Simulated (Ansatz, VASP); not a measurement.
## TiH6: VASP beside Ansatz

```
Ti H
1.0
     3.27291    0.00000    0.00000
     0.00000    3.27291    0.00000
     0.00000    0.00000    3.27291
Ti H
1 6
Cartesian
  1.6365 1.6365 1.6365
  2.1051 0.0000 0.0000
  1.1678 0.0000 0.0000
  0.0000 2.1051 0.0000
  0.0000 1.1678 0.0000
  0.0000 0.0000 2.1051
  0.0000 0.0000 1.1678
```

Alike in both runs: task relaxation of cell and atoms; functional PBE; k mesh 6 × 6 × 6; occupations gaussian, width 0.1 eV; no spin polarisation.

```csv
,VASP,Ansatz
version,VASP 6.6.1,Ansatz 0.2.0
potentials or method,"VASP PAW PBE potentials, release 64 (Ti_sv, H), cutoff 500 eV","scalar-relativistic, plane waves, PAW"
valence electrons in the cell,18,18
```

|  | VASP | Ansatz | Ansatz less VASP |
| --- | --- | --- | --- |
| gap on the k mesh at the Fermi level, each at its own relaxed structure (eV) | none | none | - |
| relaxed volume (Å³/atom) | 5.01 | 5.01 | 0.000 |
| relaxed length of the cell vector where the two differ most in proportion (Å) | 3.273 | 3.273 | 0.0000 |

A gap of «none» marks a metal or a gap that the smearing closes.

Noted on VASP's run: the relaxation stopped at its first step, so nothing moved.
